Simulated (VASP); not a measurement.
Set up this calculation in VASP 6.6.1, as the native input.

```
Task                   : single point
Functional             : r2SCAN
Potentials or basis    : VASP PAW PBE potentials, release 64 (Ag, S, La)
Cutoff                 : 520 eV
k mesh                 : 6 × 6 × 6
Occupations            : fermi-dirac, width 0.02 eV
Spin                   : no spin polarisation
Dipole correction      : no
Further INCAR settings : ALGO = Normal; EDIFF = 1e-06; NBANDS = 25
```

LaAgS2:

```
Ag S La
1.0
     4.13002    0.00000    0.00000
     0.00000    4.13002    0.00000
     0.00000    0.00000    5.60490
Ag S La
1 2 1
Direct
  0.00000 0.00000 0.00000
  0.00000 0.00000 0.50000
  0.50000 0.50000 0.00000
  0.50000 0.50000 0.50000
```

One way to write it, as run:

POSCAR

```
LaAgS2
1.0
    4.1300216913      0.0000000000      0.0000000000
    0.0000000000      4.1300216913      0.0000000000
    0.0000000000      0.0000000000      5.6048983238
Ag S La
1 2 1
Direct
    0.0000000000      0.0000000000      0.0000000000
    0.0000000000      0.0000000000      0.5000000000
    0.5000000000      0.5000000000      0.0000000000
    0.5000000000      0.5000000000      0.5000000000
```

INCAR.step1

```
PREC = Accurate ; ENCUT = 520
ISMEAR = -1 ; SIGMA = 0.02
LREAL = False ; LASPH = True
NELM = 100 ; NBANDS = 25
GGA = PE ; ALGO = Normal
EDIFF = 1E-4 ; LWAVE = True
LCHARG = False
```

INCAR.step2

```
PREC = Accurate ; ENCUT = 520
EDIFF = 1E-6 ; ISMEAR = -1
SIGMA = 0.02 ; LREAL = False
LASPH = True ; NELM = 100
ALGO = Normal ; ISIF = 2
LWAVE = False ; LCHARG = True
METAGGA = R2SCAN ; LMIXTAU = True
LELF = True ; LVHAR = True
NBANDS = 25 ; ISTART = 1
```

KPOINTS

```
regular mesh
0
Gamma
  6 6 6
```

Potentials or basis: VASP PAW PBE potentials, release 64 (Ag, S, La).

Command:

```console
$ cat potpaw_PBE.64/Ag/POTCAR potpaw_PBE.64/S/POTCAR potpaw_PBE.64/La/POTCAR > POTCAR
$ cp INCAR.step1 INCAR
$ mpirun -np 1 vasp_std > vasp.out
$ cp INCAR.step2 INCAR
$ mpirun -np 1 vasp_std > vasp.out
```

Results of the run:

```
Pressure               : -0.2 GPa
Band gap on the k mesh : zero (bands 17 and 18 overlap by 0.08 eV)
```

Caveat: the PAW data sets were made with another functional, which shifts forces and pressure a little; spin-orbit coupling is left out, which moves the levels of the heavy elements.

Wall time 4.9 min on 1 thread of Oxide Virtual Turin-like Processor (shared host), peak memory 0.26 GiB.
